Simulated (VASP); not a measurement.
Crystal: Ge.

```xyz
1
Lattice="1.6350 1.6350 1.6350 -1.6350 1.6350 1.6350 -1.6350 -1.6350 1.6350" Properties=species:S:1:pos:R:3 pbc="T T T"
Ge    0.0000    0.0000    0.0000
```

```yaml
Program: VASP 6.6.1
Task: relaxation of cell and atoms
Functional: PBE
Potentials_or_basis: VASP PAW PBE potentials, release 64 (Ge_d)
Cutoff: 600 eV
k_mesh: 17 × 17 × 17
Occupations: methfessel-paxton, width 0.05 eV
Spin: no spin polarisation
```

At the start: pressure 7.3 GPa; volume 17.48 Å³/atom.

Q: Where does the relaxation end?

A: Over 3 steps the energy falls by 34.2 meV/atom and the volume is 19.11 Å³/atom (+9.3 %); space group Im-3m (No. 229, to 0.05 Å).

The path:
| step | energy change (eV) | largest force (eV/Å) | pressure (GPa) | volume (Å³) |
| --- | --- | --- | --- | --- |
| 1 | 0.0000 | 0.0000 | 7.29 | 17.48 |
| 2 | -0.0321 | 0.0000 | -1.46 | 19.57 |
| 3 | -0.0342 | 0.0000 | -0.10 | 19.11 |

Final structure:
```
Ge
1.0
     1.68433    1.68433    1.68433
    -1.68433    1.68433    1.68433
    -1.68433   -1.68433    1.68433
Ge
1
Direct
  0.00000 0.00000 0.00000
```
